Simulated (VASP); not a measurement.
AlInSb2, 4 atoms in the cell. It takes space group P-4m2 (No. 115, tetragonal). Conventional cell: a = 4.506 Å, b = 4.506 Å, c = 6.158 Å, α = 90.00°, β = 90.00°, γ = 90.00°. Al (site symmetry -4m2) has 4 Sb at 2.67 Å within 3.5 Å. Within 3.7 Å of In (site symmetry -4m2) lie 4 Sb at 2.79 Å. Sb (site symmetry 2mm) has 2 Al at 2.67 Å and 2 In at 2.79 Å within 3.5 Å.  This cell differs from its parent crystal: strain +0.000 along x and y, -0.030 along z.

```yaml
Program: VASP 6.6.1
Task: single point
Functional: r2SCAN
Potentials_or_basis: VASP PAW PBE potentials, release 64 (Al, In_d, Sb)
Cutoff: 520 eV
k_mesh: 6 × 6 × 4
Occupations: gaussian, width 0.05 eV
Spin: no spin polarisation
Dipole_correction: no
Further_INCAR_settings: ALGO = Normal; EDIFF = 1e-06; NBANDS = 21
```

Potentials or basis: VASP PAW PBE potentials, release 64 (Al, In_d, Sb).

Launch:

```console
$ cat potpaw_PBE.64/Al/POTCAR potpaw_PBE.64/In_d/POTCAR potpaw_PBE.64/Sb/POTCAR > POTCAR
$ cp INCAR.step1 INCAR
$ mpirun -np 1 vasp_std > vasp.out
$ cp INCAR.step2 INCAR
$ mpirun -np 1 vasp_std > vasp.out
```

Hardware: 1 thread of Intel(R) Xeon(R) 6975P-C (Granite Rapids), on a shared host.

Estimate the wall time of this run.

Run time: 120 s on 1 thread of Intel(R) Xeon(R) 6975P-C (Granite Rapids), on a shared host, peak memory 0.3 GiB. Counts: k points 30.
